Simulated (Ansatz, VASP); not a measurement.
## One calculation of Sb3Au, two programs

The input INCAR:

```
SYSTEM = Sb3Au
PREC = Accurate
ENCUT = 520
EDIFF = 1E-8
ISMEAR = -1
SIGMA = 0.05
LREAL = .FALSE.
LASPH = .TRUE.
NELM = 60
ALGO = Normal
ISIF = 2
LWAVE = .FALSE.
LCHARG = .FALSE.
LEFG = .TRUE.
NBANDS = 21
```

The input KPOINTS:

```
Automatic mesh
0
G
  10 10 10
  0 0 0
```

File POSCAR:

```
Sb3Au
1.0
   -3.0996229802      3.0996229802      3.0996229802
    3.0996229802     -3.0996229802      3.0996229802
    3.0996229802      3.0996229802     -3.0996229802
Sb Au
3 1
Direct
    0.0000000000      0.5000000000      0.5000000000
    0.5000000000      0.0000000000      0.5000000000
    0.5000000000      0.5000000000      0.0000000000
    0.0000000000      0.0000000000      0.0000000000
```

Input for Ansatz:

```yaml
crystal:
  lattice:
    - [-3.0996229802, 3.0996229802, 3.0996229802]
    - [3.0996229802, -3.0996229802, 3.0996229802]
    - [3.0996229802, 3.0996229802, -3.0996229802]
  atoms:
    - { symbol: Sb, position: [0.0, 0.5, 0.5] }
    - { symbol: Sb, position: [0.5, 0.0, 0.5] }
    - { symbol: Sb, position: [0.5, 0.5, 0.0] }
    - { symbol: Au, position: [0.0, 0.0, 0.0] }
kpoints:
  mp_grid: { grid: [10, 10, 10] }
scf:
  occupations: { method: fermi_dirac, width: 0.05 }
hamiltonian:
  xc: lda
  pseudopotentials: { kind: all_electron, datasets: crystal }
output:
  forces: true
  stress: true
  eigenvalues: true
  efg: { contact_densities: true }
```

Change from the starting cell: volume scaled by 1.06, crystal datasets.

Alike in both runs: task electric field gradients; functional LDA; k mesh 10 × 10 × 10; occupations fermi-dirac, width 0.05 eV; no spin polarisation.

|  | VASP | Ansatz |
| --- | --- | --- |
| version | VASP 6.6.1 | Ansatz 0.2.0 |
| potentials or method | VASP PAW LDA potentials, release 64 (Sb, Au), cutoff 520 eV | all-electron PAW with datasets made for the crystal, scalar-relativistic |

|  | VASP | Ansatz | Ansatz less VASP |
| --- | --- | --- | --- |
| pressure (GPa) | -9.8 | -9.8 | -0.05 |
| size of Vzz on the site where it differs most (V/Å²) | 4.8 | 11.8 | +6.96 |

LDA's correlation is that of Perdew and Zunger in VASP and of Perdew and Wang (1992) in Ansatz. Ansatz ran all-electron here, and VASP with PAW potentials.

Neither program's run includes spin-orbit coupling.
